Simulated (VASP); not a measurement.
# Co (Fd-3m) in VASP: further runs

The runs below take Co through single point, with LDA.

All numbers are computed with VASP 6.6.1; they aren't measurements. Logs are shortened: lines on timing, memory, paths and dates and some standing lists are left out, and cuts for length are marked.

## (1) The cell of the first run

The structure is cubic, space group Fd-3m (No. 227). Conventional cell: a = 4.790 Å, b = 4.790 Å, c = 4.790 Å, α = 90.00°, β = 90.00°, γ = 90.00°. Co (site symmetry -43m) has 4 Co at 2.07 Å within 2.7 Å.

This isn't the form of Co at room conditions, which is hcp.

## (2) Single point, LDA, collinear spin, antiferromagnetic start

INCAR

```
SYSTEM = Co
PREC = Accurate
ENCUT = 520
EDIFF = 1E-7
ISMEAR = -1
SIGMA = 0.05
LREAL = .False.
LASPH = .True.
NELM = 150
ALGO = Normal
ISIF = 2
LWAVE = .False.
LCHARG = .False.
ISPIN = 2
MAGMOM = 1.7 -1.7
LORBIT = 11
LMAXMIX = 4
GGA = CA
NBANDS = 20
```

KPOINTS

```
Automatic mesh
0
Gamma
  11 11 11
  0 0 0
```

POSCAR

```
Co
1.0
    0.0000000000      2.3949782290      2.3949782290
    2.3949782290      0.0000000000      2.3949782290
    2.3949782290      2.3949782290      0.0000000000
Co
2
Direct
    0.1250000000      0.1250000000      0.1250000000
    0.8750000000      0.8750000000      0.8750000000
```

Potentials or basis: VASP PAW LDA potentials, release 64 (Co).

Command:

```sh
$ cat potpaw_LDA.64/Co/POTCAR > POTCAR
$ mpirun -np 1 vasp_std > vasp.out
```

OUTCAR:

```text
SYSTEM = Co
   PREC = Accurate
   ENCUT = 520
   EDIFF = 1E-7
   ISMEAR = -1
   LREAL = .False.
   LASPH = .True.
   NELM = 150
   ISIF = 2
   ISPIN = 2
   LORBIT = 11
   GGA = CA

 ion  position               nearest neighbor table
   1  0.125  0.125  0.125-   2 2.07   2 2.07   2 2.07   2 2.07
   2  0.875  0.875  0.875-   1 2.07   1 2.07   1 2.07   1 2.07

  LATTYP: Found a face centered cubic cell.
 ALAT       =     4.7899564580

  Lattice vectors:

 A1 = (   0.0000000000,   2.3949782290,   2.3949782290)
 A2 = (   2.3949782290,   0.0000000000,   2.3949782290)
 A3 = (   2.3949782290,   2.3949782290,   0.0000000000)

Analysis of symmetry for initial positions (statically):
=====================================================================
 Subroutine PRICEL returns:
 Original cell was already a primitive cell.

 Routine SETGRP: Setting up the symmetry group for a
 face centered cubic supercell.

 Subroutine GETGRP returns: Found 48 space group operations
 (whereof 12 operations were pure point group operations)
 out of a pool of 48 trial point group operations.

The static configuration has the point symmetry D_3d.
 The point group associated with its full space group is O_h .

Analysis of symmetry for dynamics (positions and initial velocities):
=====================================================================
 Subroutine PRICEL returns:
 Original cell was already a primitive cell.

 Routine SETGRP: Setting up the symmetry group for a
 face centered cubic supercell.

 Subroutine GETGRP returns: Found 48 space group operations
 (whereof 12 operations were pure point group operations)
 out of a pool of 48 trial point group operations.

The dynamic configuration has the point symmetry D_3d.
 The point group associated with its full space group is O_h .

Analysis of structural, dynamic, and magnetic symmetry:
=====================================================================
 Subroutine PRICEL returns:
 Original cell was already a primitive cell.

 Routine SETGRP: Setting up the symmetry group for a
 face centered cubic supercell.

 Subroutine GETGRP returns: Found 48 space group operations
 (whereof 12 operations were pure point group operations)
 out of a pool of 48 trial point group operations.

The overall configuration has the point symmetry D_3d.
 The point group associated with its full space group is O_h .

 Subroutine INISYM returns: Found 48 space group operations
 (whereof 12 operations are pure point group operations),
 and found     1 'primitive' translations

----------------------------------------------------------------------------------------

                                     Primitive cell

  volume of cell :      27.4748

  direct lattice vectors                    reciprocal lattice vectors
     0.000000000  2.394978229  2.394978229    -0.208770165  0.208770165  0.208770165
     2.394978229  0.000000000  2.394978229     0.208770165 -0.208770165  0.208770165
     2.394978229  2.394978229  0.000000000     0.208770165  0.208770165 -0.208770165

  length of vectors
     3.387010693  3.387010693  3.387010693     0.361600533  0.361600533  0.361600533

  position of ions in fractional coordinates (direct lattice)
     0.125000000  0.125000000  0.125000000
     0.875000000  0.875000000  0.875000000

  ion indices of the primitive-cell ions
   primitive index   ion index
                 1           1
                 2           2

----------------------------------------------------------------------------------------

 KPOINTS: Automatic mesh

Automatic generation of k-mesh.
 Grid dimensions read from file:
 generate k-points for:   11   11   11

 Generating k-lattice:

  Cartesian coordinates                     Fractional coordinates (reciprocal lattice)
    -0.018979106  0.018979106  0.018979106     0.090909091  0.000000000  0.000000000
     0.018979106 -0.018979106  0.018979106     0.000000000  0.090909091  0.000000000
     0.018979106  0.018979106 -0.018979106     0.000000000  0.000000000  0.090909091

  Length of vectors
     0.032872776  0.032872776  0.032872776

  Shift w.r.t. Gamma in fractional coordinates (k-lattice)
     0.000000000  0.000000000  0.000000000

 Subroutine IBZKPT returns following result:
 ===========================================

 Found     56 irreducible k-points:

 Following reciprocal coordinates:
            Coordinates               Weight
  0.000000  0.000000  0.000000      1.000000
  0.090909  0.000000  0.000000      8.000000
  0.181818  0.000000  0.000000      8.000000
  0.272727  0.000000  0.000000      8.000000
  0.363636  0.000000  0.000000      8.000000
  0.454545  0.000000  0.000000      8.000000
[... 16 lines left out ...]
 -0.272727  0.181818  0.000000     24.000000
 -0.181818  0.181818  0.000000     12.000000
 [... further k-points ...]
   k-points           NKPTS =     56   k-points in BZ     NKDIM =     56   number of bands    NBANDS=     20
   number of dos      NEDOS =    301   number of ions     NIONS =      2
   total plane-waves  NPLWV =  21952
   dimension x,y,z NGX =    28 NGY =   28 NGZ =   28
   dimension x,y,z NGXF=    56 NGYF=   56 NGZF=   56
   ions per type =               2
   NGX,Y,Z   is equivalent  to a cutoff of  13.74, 13.74, 13.74 a.u.
   NGXF,Y,Z  is equivalent  to a cutoff of  27.49, 27.49, 27.49 a.u.
 SYSTEM =  Co
   PREC   = accura    normal or accurate (medium, high low for compatibility)
   ISTART =      0    job   : 0-new  1-cont  2-samecut
   ICHARG =      2    charge: 1-file 2-atom 10-const
   ISPIN  =      2    spin polarized calculation?
   LNONCOLLINEAR =      F non collinear calculations
   LSORBIT =      F    spin-orbit coupling
   LASPH  =      T    aspherical Exc in radial PAW
   ENCUT  =  520.0 eV  38.22 Ry    6.18 a.u.   6.30  6.30  6.30*2*pi/ulx,y,z
   NELM   =    150;   NELMIN=  2; NELMDL= -5     # of ELM steps
   EDIFF  = 0.1E-06   stopping-criterion for ELM
   LREAL  =      F    real-space projection
   EDIFFG = 0.1E-05   stopping-criterion for IOM
   NSW    =      0    number of steps for IOM
   IBRION =     -1    ionic relax: 0-MD 1-quasi-New 2-CG
   NFREE  =      0    steps in history (QN), initial steepest desc. (CG)
   ISIF   =      2    stress and relaxation
   ISYM   =      2    0-nonsym 1-usesym 2-fastsym
   POTIM  = 0.5000    time-step for ionic-motion
   TEBEG  =    0.0;   TEEND  =   0.0 temperature during run
   PSTRESS=    0.0 pullay stress
   NELECT =      18.0000    total number of electrons
   NUPDOWN=      -1.0000    fix difference up-down
   EMIN   =  10.00;   EMAX   =-10.00  energy-range for DOS
   EFERMI =   0.00;   METHOD = LEGACY
   ISMEAR =    -1;   SIGMA  =   0.05  broadening in eV -4-tet -1-fermi 0-gaus
   EFERMI_NEDOS =   21; number of points for ismear=-14 and -15
   IALGO  =     38    algorithm
   IMIX   =      4    mixing-type and parameters
     AMIX     =   0.40;   BMIX     =  1.00
     AMIX_MAG =   1.60;   BMIX_MAG =  1.00
  volume/ion in A,a.u.               =      13.74        92.70
  Fermi-wavevector in a.u.,A,eV,Ry     =   1.421851  2.686909 27.506359  2.021660
  Thomas-Fermi vector in A             =   2.542617
   LORBIT       =     11    0 simple, 1 ext, 2 COOP (PROOUT), +10 PAW based schemes
   GGA     = CA    functional components
   LHFCALC =     F    Hartree Fock is set to
   AEXX    =    0.0000 exact exchange contribution
   IVDW    =     0    specifies the selected vdW correction
   LEPSILON=     F    determine dielectric tensor
   LRPA    =     F    only Hartree local field effects (RPA)
 spin polarized calculation
  energy-cutoff  :      520.00
  volume of cell :       27.47
 maximum number of plane-waves:       751
 NGX is ok and might be reduce to    28
   NGX = 13   NGY = 13   NGZ = 13

 number of electron      18.0000008 magnetization       0.0000000

 number of electron      18.0000008 magnetization      -0.0000000

 Free energy of the ion-electron system (eV)
  ---------------------------------------------------
  ext. energy  EPLUGINS =         0.00000000
  ---------------------------------------------------
  free energy    TOTEN  =       -13.58425416 eV

  energy without entropy =      -13.55186838  energy(sigma->0) =      -13.56806127

 E-fermi :   6.9884     XC(G=0): -12.0954

 val. band max:        6.9806704206   @ k =   0.4545   0.2727   0.0000
 cond. band min:       7.0006549874   @ k =  -0.2727   0.2727   0.0000
 fundamental gap:      0.0199845668
 Fermi energy:         6.9884262901

 spin component 1

 k-point     1 :       0.0000    0.0000    0.0000
  band No.  band energies     occupation
      1      -0.3176      1.00000
      2       3.5934      1.00000
      3       3.5934      1.00000
      4       3.8109      1.00000
      5       3.8109      1.00000
      6       3.8109      1.00000
[... 12 lines left out ...]
     19      24.0494      0.00000
     20      25.6090      0.00000
[... 507 lines left out ...]
 k-point    24 :      -0.1818    0.1818    0.0000
  band No.  band energies     occupation
      1       1.3959      1.00000
      2       3.2050      1.00000
      3       3.6236      1.00000
      4       3.7890      1.00000
      5       4.0898      1.00000
      6       4.5360      1.00000
[... 12 lines left out ...]
     19      25.0390      0.00000
     20      28.0870      0.00000

 [... further k-points ...]

 spin component 2

 k-point     1 :       0.0000    0.0000    0.0000
  band No.  band energies     occupation
      1      -0.3176      1.00000
      2       3.5934      1.00000
      3       3.5934      1.00000
      4       3.8109      1.00000
      5       3.8109      1.00000
      6       3.8109      1.00000
[... 12 lines left out ...]
     19      24.0494      0.00000
     20      25.6090      0.00000
[... 507 lines left out ...]
 k-point    24 :      -0.1818    0.1818    0.0000
  band No.  band energies     occupation
      1       1.3959      1.00000
      2       3.2050      1.00000
      3       3.6236      1.00000
      4       3.7890      1.00000
      5       4.0898      1.00000
      6       4.5360      1.00000
[... 12 lines left out ...]
     19      25.0390      0.00000
     20      28.0870      0.00000

 [... further k-points ...]

------------------------ aborting loop because EDIFF is reached ----------------------------------------

  FORCE on cell =-STRESS in cart. coord.  units (eV):
  Direction    XX          YY          ZZ          XY          YZ          ZX
  --------------------------------------------------------------------------------------
  -------------------------------------------------------------------------------------
  Total       -0.3047445     -0.3047445     -0.3047445     -0.0000000      0.0000000      0.0000000
  in kB      -17.7709943    -17.7709943    -17.7709943     -0.0000000      0.0000000      0.0000000
  external PRESSURE =     -17.7709943 kB  Pullay stress =       0.0000000 kB

 VOLUME and BASIS-vectors are now :
 -----------------------------------------------------------------------------
  energy-cutoff  :      520.00
  volume of cell :       27.47
      direct lattice vectors                 reciprocal lattice vectors
     0.000000000  2.394978229  2.394978229    -0.208770165  0.208770165  0.208770165
     2.394978229  0.000000000  2.394978229     0.208770165 -0.208770165  0.208770165
     2.394978229  2.394978229  0.000000000     0.208770165  0.208770165 -0.208770165

 POSITION                                       TOTAL-FORCE (eV/Angst)
 -----------------------------------------------------------------------------------
      0.59874      0.59874      0.59874        -0.000000     -0.000000      0.000000
      4.19121      4.19121      4.19121         0.000000      0.000000     -0.000000
 -----------------------------------------------------------------------------------
    total drift:                                0.000000      0.000000     -0.000000

  FREE ENERGIE OF THE ION-ELECTRON SYSTEM (eV)
  ---------------------------------------------------
  free  energy   TOTEN  =       -13.5842541619 eV

  energy  without entropy=      -13.5518683838  energy(sigma->0) =      -13.56806127

 total charge

# of ion       s       p       d       tot
------------------------------------------
    1        0.584   0.458   7.427   8.470
    2        0.584   0.458   7.427   8.470
--------------------------------------------------
tot          1.169   0.917  14.855  16.940

 magnetization (x)

# of ion       s       p       d       tot
------------------------------------------
    1        0.000   0.000   0.000   0.000
    2       -0.000  -0.000  -0.000  -0.000
--------------------------------------------------
tot          0.000   0.000   0.000   0.000
```

It took 2.3 min on 1 thread of Intel Xeon 8259CL, shared host; peak memory 0.18 GiB.

Results:

| Quantity | Value |
| --- | --- |
| Free energy | -13.5843 eV |
| Pressure | -1.8 GPa |
| Band gap on the k mesh | zero (filled and empty bands overlap) |
| Net moment | 0.00 μB per cell |
| Valence electrons inside the program's atomic spheres | Co 8.47 |

Levels at points of the mesh, in eV from the Fermi level:
Spin up:
```
           k point  band 7  band 8  band 9  band 10  band 11  band 12
(0.00, 0.00, 0.00)   -1.20   -1.20   -1.20     0.33     0.33    14.08
```
Spin down:
| k point | band 7 | band 8 | band 9 | band 10 | band 11 | band 12 |
| --- | --- | --- | --- | --- | --- | --- |
| (0.00, 0.00, 0.00) | -1.20 | -1.20 | -1.20 | 0.33 | 0.33 | 14.08 |

Caveat: the moments typed at the start vanished in this run.

## (3) Single point, LDA, collinear spin, antiferromagnetic start (12.09 Å³/atom)

This run uses another cell than the first one, of 12.09 Å³/atom.

INCAR

```
SYSTEM = Co
PREC = Accurate
ENCUT = 520
EDIFF = 1E-6
ISMEAR = -1
SIGMA = 0.05
LREAL = .FALSE.
LASPH = .TRUE.
NELM = 150
ALGO = Normal
ISIF = 2
LWAVE = .FALSE.
LCHARG = .TRUE.
ISPIN = 2
MAGMOM = 1.7 -1.7
LORBIT = 11
LMAXMIX = 4
GGA = CA
LELF = .TRUE.
LVHAR = .TRUE.
NBANDS = 20
```

KPOINTS

```
regular mesh
0
G
  13 13 13
  0 0 0
```

POSCAR

```
Co
1.0
    0.0000000000      2.2950692487      2.2950692487
    2.2950692487      0.0000000000      2.2950692487
    2.2950692487      2.2950692487      0.0000000000
Co
2
Direct
    0.1250000000      0.1250000000      0.1250000000
    0.8750000000      0.8750000000      0.8750000000
```

Potentials or basis: VASP PAW LDA potentials, release 64 (Co).

Command:

```sh
$ cat potpaw_LDA.64/Co/POTCAR > POTCAR
$ mpirun -np 1 vasp_std > vasp.out
```

It took 93 s on 1 thread of Intel Xeon 8259CL, shared host; peak memory 0.17 GiB.

It converged, with:

```yaml
Free_energy: -13.3794 eV
Pressure: 24.4 GPa
Band_gap_on_the_k_mesh: zero (filled and empty bands overlap)
Net_moment: 0.00 μB per cell
Valence_electrons_inside_the_program's_atomic_spheres: Co 8.72
```

Levels at points of the mesh, in eV from the Fermi level:
Spin up:
| k point | band 6 | band 7 | band 8 | band 9 | band 10 | band 11 | band 12 | band 13 |
| --- | --- | --- | --- | --- | --- | --- | --- | --- |
| (0.00, 0.00, 0.00) | -3.69 | -1.42 | -1.42 | -1.42 | 0.42 | 0.42 | 15.40 | 15.40 |
Spin down:
| k point | band 6 | band 7 | band 8 | band 9 | band 10 | band 11 | band 12 | band 13 |
| --- | --- | --- | --- | --- | --- | --- | --- | --- |
| (0.00, 0.00, 0.00) | -3.69 | -1.42 | -1.42 | -1.42 | 0.42 | 0.42 | 15.40 | 15.40 |

Caveat: the cell stands under pressure; the moments typed at the start vanished in this run.

## (4) Single point, LDA, collinear spin, antiferromagnetic start (12.64 Å³/atom)

This run uses another cell than the first one, of 12.64 Å³/atom.

INCAR

```
SYSTEM = Co
ALGO = Normal ; EDIFF = 1E-7
ENCUT = 520 ; GGA = CA
ISIF = 2 ; ISMEAR = -1
ISPIN = 2 ; LASPH = .True.
LCHARG = .True. ; LELF = .True.
LMAXMIX = 4 ; LORBIT = 11
LREAL = .False. ; LVHAR = .True.
LWAVE = .False. ; MAGMOM = 1.7 -1.7
NBANDS = 20 ; NELM = 150
PREC = Accurate ; SIGMA = 0.05
```

KPOINTS

```
k-points
0
Gamma
  13 13 13
  0 0 0
```

POSCAR

```
Co
1.0
    0.0000000000      2.3293290645      2.3293290645
    2.3293290645      0.0000000000      2.3293290645
    2.3293290645      2.3293290645      0.0000000000
Co
2
Direct
    0.1250000000      0.1250000000      0.1250000000
    0.8750000000      0.8750000000      0.8750000000
```

Command:

```sh
$ cat potpaw_LDA.64/Co/POTCAR > POTCAR
$ mpirun -np 1 vasp_std > vasp.out
```

Run time: 1.8 min. Hardware: 1 thread of Intel Xeon 8259CL, shared host; peak memory 0.18 GiB.

Results (log left out):

* Free energy: -13.5088 eV
* Pressure: 13.7 GPa
* Band gap on the k mesh: zero (filled and empty bands overlap)
* Net moment: 0.00 μB per cell
* Valence electrons inside the program's atomic spheres: Co 8.63

Levels at points of the mesh, in eV from the Fermi level:
Spin up:
| k point | band 5 | band 6 | band 7 | band 8 | band 9 | band 10 | band 11 | band 12 | band 13 | band 14 |
| --- | --- | --- | --- | --- | --- | --- | --- | --- | --- | --- |
| (0.00, 0.00, 0.00) | -3.51 | -3.51 | -1.34 | -1.34 | -1.34 | 0.39 | 0.39 | 14.94 | 14.94 | 14.94 |
Spin down:
| k point | band 7 | band 8 | band 9 | band 10 | band 11 | band 12 |
| --- | --- | --- | --- | --- | --- | --- |
| (0.00, 0.00, 0.00) | -1.34 | -1.34 | -1.34 | 0.39 | 0.39 | 14.94 |

Caveat: the cell stands under pressure; the moments typed at the start vanished in this run.
